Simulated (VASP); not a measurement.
# NaI (Pmma) in VASP: further runs

The runs below take NaI through single point, with PBEsol, PBE.

Everything below comes from runs of VASP 6.6.1. Logs are shortened: lines on timing, memory, paths and dates and some standing lists are left out, and cuts for length are marked.

**1. The cell of the first run**

It takes space group Pmma (No. 51, orthorhombic). Conventional cell: a = 4.353 Å, b = 4.276 Å, c = 7.814 Å, α = 90.00°, β = 90.00°, γ = 90.00°. Within 4.0 Å of Na (site symmetry mm2) lie 6 I at 3.05 to 3.81 Å and 2 Na at 3.78 Å. I (site symmetry mm2) has 6 Na at 3.05 to 3.81 Å and 2 I at 3.89 Å within 4.0 Å.

**2. Single point, PBEsol (strained)**

Input file INCAR:

```
PREC = Accurate
ENCUT = 520
EDIFF = 1E-7
ISMEAR = 0
SIGMA = 0.02
LREAL = F
LASPH = T
NELM = 100
ALGO = Normal
ISIF = 2
LWAVE = F
LCHARG = F
GGA = PS
NBANDS = 22
```

Input file KPOINTS:

```
Automatic mesh
0
Gamma
  6 6 4
```

Input file POSCAR:

```
NaI
1.0
    4.3528731704      0.0000000000      0.0000000000
    0.0000000000      4.2760634557      0.0000000000
    0.0000000000      0.0000000000      7.8138248003
Na I
2 2
Direct
    0.2500000000      0.5000000000      0.3021860440
    0.7500000000      0.5000000000      0.6978139560
    0.2500000000      0.0000000000      0.7061223923
    0.7500000000      0.0000000000      0.2938776077
```

Potentials or basis: VASP PAW PBE potentials, release 64 (Na_pv, I).

Command:

```bash
$ cat potpaw_PBE.64/Na_pv/POTCAR potpaw_PBE.64/I/POTCAR > POTCAR
$ mpirun -np 1 vasp_std > vasp.out
```

OUTCAR:

```text
PREC = Accurate
   ENCUT = 520
   EDIFF = 1E-7
   ISMEAR = 0
   LREAL = F
   LASPH = T
   NELM = 100
   ISIF = 2
   GGA = PS

 ion  position               nearest neighbor table
   1  0.250  0.500  0.302-   4 3.05   4 3.05   4 3.05   4 3.05
   2  0.750  0.500  0.698-   3 3.05   3 3.05   3 3.05   3 3.05
   3  0.250  0.000  0.706-   2 3.05   2 3.05   2 3.05   2 3.05
   4  0.750  0.000  0.294-   1 3.05   1 3.05   1 3.05   1 3.05

  LATTYP: Found a simple orthorhombic cell.
 ALAT       =     4.2760634557
 B/A-ratio  =     1.0179627163
 C/A-ratio  =     1.8273407028

  Lattice vectors:

 A1 = (   0.0000000000,  -4.2760634557,   0.0000000000)
 A2 = (   4.3528731704,   0.0000000000,   0.0000000000)
 A3 = (   0.0000000000,   0.0000000000,   7.8138248003)

Analysis of symmetry for initial positions (statically):
=====================================================================
 Subroutine PRICEL returns:
 Original cell was already a primitive cell.

 Routine SETGRP: Setting up the symmetry group for a
 simple orthorhombic supercell.

 Subroutine GETGRP returns: Found  8 space group operations
 (whereof  4 operations were pure point group operations)
 out of a pool of  8 trial point group operations.

The static configuration has the point symmetry C_2h.
 The point group associated with its full space group is D_2h.

Analysis of symmetry for dynamics (positions and initial velocities):
=====================================================================
 Subroutine PRICEL returns:
 Original cell was already a primitive cell.

 Routine SETGRP: Setting up the symmetry group for a
 simple orthorhombic supercell.

 Subroutine GETGRP returns: Found  8 space group operations
 (whereof  4 operations were pure point group operations)
 out of a pool of  8 trial point group operations.

The dynamic configuration has the point symmetry C_2h.
 The point group associated with its full space group is D_2h.

 Subroutine INISYM returns: Found  8 space group operations
 (whereof  4 operations are pure point group operations),
 and found     1 'primitive' translations

----------------------------------------------------------------------------------------

                                     Primitive cell

  volume of cell :     145.4400

  direct lattice vectors                    reciprocal lattice vectors
     4.352873170  0.000000000  0.000000000     0.229733319  0.000000000  0.000000000
     0.000000000  4.276063456  0.000000000     0.000000000  0.233859953  0.000000000
     0.000000000  0.000000000  7.813824800     0.000000000  0.000000000  0.127978298

  length of vectors
     4.352873170  4.276063456  7.813824800     0.229733319  0.233859953  0.127978298

  position of ions in fractional coordinates (direct lattice)
     0.250000000  0.500000000  0.302186044
     0.750000000  0.500000000  0.697813956
     0.250000000  0.000000000  0.706122392
     0.750000000  0.000000000  0.293877608

  ion indices of the primitive-cell ions
   primitive index   ion index
                 1           1
                 2           2
                 3           3
                 4           4

----------------------------------------------------------------------------------------

 KPOINTS: Automatic mesh

Automatic generation of k-mesh.
 Grid dimensions read from file:
 generate k-points for:    6    6    4

 Generating k-lattice:

  Cartesian coordinates                     Fractional coordinates (reciprocal lattice)
     0.038288886  0.000000000  0.000000000     0.166666667  0.000000000  0.000000000
     0.000000000  0.038976659  0.000000000     0.000000000  0.166666667  0.000000000
     0.000000000  0.000000000  0.031994575     0.000000000  0.000000000  0.250000000

  Length of vectors
     0.038288886  0.038976659  0.031994575

  Shift w.r.t. Gamma in fractional coordinates (k-lattice)
     0.000000000  0.000000000  0.000000000

 Subroutine IBZKPT returns following result:
 ===========================================

 Found     48 irreducible k-points:

 Following reciprocal coordinates:
            Coordinates               Weight
  0.000000  0.000000  0.000000      1.000000
  0.166667  0.000000  0.000000      2.000000
  0.333333  0.000000  0.000000      2.000000
  0.500000  0.000000  0.000000      1.000000
  0.000000  0.166667  0.000000      2.000000
  0.166667  0.166667  0.000000      4.000000
[... 16 lines left out ...]
  0.333333  0.166667  0.250000      8.000000
  0.500000  0.166667  0.250000      4.000000
 [... further k-points ...]
   k-points           NKPTS =     48   k-points in BZ     NKDIM =     48   number of bands    NBANDS=     22
   number of dos      NEDOS =    301   number of ions     NIONS =      4
   total plane-waves  NPLWV =  61440
   dimension x,y,z NGX =    32 NGY =   32 NGZ =   60
   dimension x,y,z NGXF=    64 NGYF=   64 NGZF=  120
   ions per type =               2   2
   NGX,Y,Z   is equivalent  to a cutoff of  12.22, 12.44, 12.77 a.u.
   NGXF,Y,Z  is equivalent  to a cutoff of  24.44, 24.88, 25.53 a.u.
 SYSTEM =  unknown system
   PREC   = accura    normal or accurate (medium, high low for compatibility)
   ISTART =      0    job   : 0-new  1-cont  2-samecut
   ICHARG =      2    charge: 1-file 2-atom 10-const
   ISPIN  =      1    spin polarized calculation?
   LNONCOLLINEAR =      F non collinear calculations
   LSORBIT =      F    spin-orbit coupling
   LASPH  =      T    aspherical Exc in radial PAW
   ENCUT  =  520.0 eV  38.22 Ry    6.18 a.u.   8.09  7.95 14.53*2*pi/ulx,y,z
   NELM   =    100;   NELMIN=  2; NELMDL= -5     # of ELM steps
   EDIFF  = 0.1E-06   stopping-criterion for ELM
   LREAL  =      F    real-space projection
   EDIFFG = 0.1E-05   stopping-criterion for IOM
   NSW    =      0    number of steps for IOM
   IBRION =     -1    ionic relax: 0-MD 1-quasi-New 2-CG
   NFREE  =      0    steps in history (QN), initial steepest desc. (CG)
   ISIF   =      2    stress and relaxation
   ISYM   =      2    0-nonsym 1-usesym 2-fastsym
   POTIM  = 0.5000    time-step for ionic-motion
   TEBEG  =    0.0;   TEEND  =   0.0 temperature during run
   PSTRESS=    0.0 pullay stress
   NELECT =      28.0000    total number of electrons
   NUPDOWN=      -1.0000    fix difference up-down
   EMIN   =  10.00;   EMAX   =-10.00  energy-range for DOS
   EFERMI =   0.00;   METHOD = LEGACY
   ISMEAR =     0;   SIGMA  =   0.02  broadening in eV -4-tet -1-fermi 0-gaus
   EFERMI_NEDOS =   21; number of points for ismear=-14 and -15
   IALGO  =     38    algorithm
   IMIX   =      4    mixing-type and parameters
     AMIX     =   0.40;   BMIX     =  1.00
     AMIX_MAG =   1.60;   BMIX_MAG =  1.00
  volume/ion in A,a.u.               =      36.36       245.37
  Fermi-wavevector in a.u.,A,eV,Ry     =   0.945293  1.786344 12.157867  0.893578
  Thomas-Fermi vector in A             =   2.073180
   LORBIT       =      0    0 simple, 1 ext, 2 COOP (PROOUT), +10 PAW based schemes
   GGA     = PS    functional components
   LHFCALC =     F    Hartree Fock is set to
   AEXX    =    0.0000 exact exchange contribution
   IVDW    =     0    specifies the selected vdW correction
   LEPSILON=     F    determine dielectric tensor
   LRPA    =     F    only Hartree local field effects (RPA)
 non-spin polarized calculation
 Gauss-broadening in eV      SIGMA  =   0.02
  energy-cutoff  :      520.00
  volume of cell :      145.44
 maximum number of plane-waves:      3952
   NGX = 17   NGY = 15   NGZ = 29

 number of electron      27.9999983 magnetization

 Free energy of the ion-electron system (eV)
  ---------------------------------------------------
  ext. energy  EPLUGINS =         0.00000000
  ---------------------------------------------------
  free energy    TOTEN  =       -10.68776301 eV

  energy without entropy =      -10.68776301  energy(sigma->0) =      -10.68776301

 E-fermi :   1.0443     XC(G=0):  -7.3685

 val. band max:        0.9150265126   @ k =   0.1667   0.5000   0.0000
 cond. band min:       3.6481977223   @ k =   0.0000   0.0000   0.0000
 fundamental gap:      2.7331712097
 Fermi energy:         1.0442977331

 k-point     1 :       0.0000    0.0000    0.0000
  band No.  band energies     occupation
      1     -22.1255      2.00000
      2     -22.1147      2.00000
      3     -22.0855      2.00000
      4     -22.0809      2.00000
      5     -22.0717      2.00000
      6     -22.0699      2.00000
[... 14 lines left out ...]
     21       8.8944      0.00000
     22       8.9748      0.00000

 k-point     2 :       0.1667    0.0000    0.0000
  band No.  band energies     occupation
      1     -22.1248      2.00000
      2     -22.1155      2.00000
      3     -22.0867      2.00000
      4     -22.0828      2.00000
      5     -22.0713      2.00000
      6     -22.0697      2.00000
[... 14 lines left out ...]
     21       9.1235      0.00000
     22       9.1509      0.00000

 k-point     3 :       0.3333    0.0000    0.0000
  band No.  band energies     occupation
      1     -22.1229      2.00000
      2     -22.1177      2.00000
      3     -22.0888      2.00000
      4     -22.0866      2.00000
      5     -22.0704      2.00000
      6     -22.0695      2.00000
[... 14 lines left out ...]
     21       8.9767      0.00000
     22       9.0767      0.00000
[... 476 lines left out ...]
 k-point    23 :       0.3333    0.1667    0.2500
  band No.  band energies     occupation
      1     -22.1228      2.00000
      2     -22.1176      2.00000
      3     -22.0882      2.00000
      4     -22.0861      2.00000
      5     -22.0721      2.00000
      6     -22.0711      2.00000
[... 14 lines left out ...]
     21       8.9166      0.00000
     22       9.2440      0.00000

 k-point    24 :       0.5000    0.1667    0.2500
  band No.  band energies     occupation
      1     -22.1203      2.00000
      2     -22.1203      2.00000
      3     -22.0886      2.00000
      4     -22.0886      2.00000
      5     -22.0712      2.00000
      6     -22.0712      2.00000
[... 14 lines left out ...]
     21       9.1641      0.00000
     22       9.1641      0.00000

 [... further k-points ...]

------------------------ aborting loop because EDIFF is reached ----------------------------------------

  FORCE on cell =-STRESS in cart. coord.  units (eV):
  Direction    XX          YY          ZZ          XY          YZ          ZX
  --------------------------------------------------------------------------------------
  -------------------------------------------------------------------------------------
  Total        2.2130886      0.2453208      1.1414555      0.0000000      0.0000000     -0.0000000
  in kB       24.3795432      2.7024714     12.5743557      0.0000000      0.0000000     -0.0000000
  external PRESSURE =      13.2187901 kB  Pullay stress =       0.0000000 kB

 VOLUME and BASIS-vectors are now :
 -----------------------------------------------------------------------------
  energy-cutoff  :      520.00
  volume of cell :      145.44
      direct lattice vectors                 reciprocal lattice vectors
     4.352873170  0.000000000  0.000000000     0.229733319  0.000000000  0.000000000
     0.000000000  4.276063456  0.000000000     0.000000000  0.233859953  0.000000000
     0.000000000  0.000000000  7.813824800     0.000000000  0.000000000  0.127978298

 POSITION                                       TOTAL-FORCE (eV/Angst)
 -----------------------------------------------------------------------------------
      1.08822      2.13803      2.36123        -0.000000      0.000000     -0.043506
      3.26465      2.13803      5.45260         0.000000     -0.000000      0.043506
      1.08822      0.00000      5.51752         0.000000      0.000000      0.385946
      3.26465      0.00000      2.29631         0.000000     -0.000000     -0.385946
 -----------------------------------------------------------------------------------
    total drift:                                0.000000     -0.000000     -0.000000

  FREE ENERGIE OF THE ION-ELECTRON SYSTEM (eV)
  ---------------------------------------------------
  free  energy   TOTEN  =       -10.6877630083 eV

  energy  without entropy=      -10.6877630083  energy(sigma->0) =      -10.68776301
```

Wall time 59 s (1 thread of AMD EPYC 9R45 (Zen 5), shared host); peak memory 0.28 GiB.

Results:

```yaml
Free_energy: -10.6878 eV
Pressure: 1.3 GPa
Largest_force: 0.386 eV/Å
Band_gap_on_the_k_mesh: 2.73 eV (least direct gap 2.99 eV)
```

Forces in eV/Å, atoms in the order of the input:
```
Na   0.000  0.000 -0.044
Na   0.000  0.000  0.044
I    0.000  0.000  0.386
I    0.000  0.000 -0.386
```

Caveat: the cell differs from its parent crystal (strained); the PAW data sets were made with another functional, which shifts forces and pressure a little; spin-orbit coupling is left out, which moves the levels of the heavy elements. A k mesh can miss the band edges.

(Continued in part 2 of 3.)
